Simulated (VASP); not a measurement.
Here is a VASP 6.6.1 calculation.

Contents of INCAR:

```
SYSTEM = Be
PREC = Accurate ; ENCUT = 520
EDIFF = 1E-6 ; ISMEAR = -1
SIGMA = 0.1 ; LREAL = .FALSE.
LASPH = .TRUE. ; NELM = 100
ALGO = Normal ; ISIF = 2
LWAVE = .FALSE. ; LCHARG = .FALSE.
GGA = RE ; NBANDS = 9
```

KPOINTS

```
regular mesh
0
G
  12 12 12
  0 0 0
```

File POSCAR:

```
Be
1.0
    0.0000000000      2.5009639306      2.5009639306
    2.5009639306      0.0000000000      2.5009639306
    2.5009639306      2.5009639306      0.0000000000
Be
2
Direct
    0.1250000000      0.1250000000      0.1250000000
    0.8750000000      0.8750000000      0.8750000000
```

Potentials or basis: VASP PAW PBE potentials, release 64 (Be).

Command:

```bash
$ cat potpaw_PBE.64/Be/POTCAR > POTCAR
$ mpirun -np 1 vasp_std > vasp.out
```

Task: What does it give for the pressure?

Result: -1.5 GPa.

Task: Predict the band gap on the k mesh.

Result: Zero (band 2 reaches 6.13 eV, above the bottom of band 3 at 0.29 eV).

Caveat: the PAW data sets were made with another functional, which shifts forces and pressure a little.
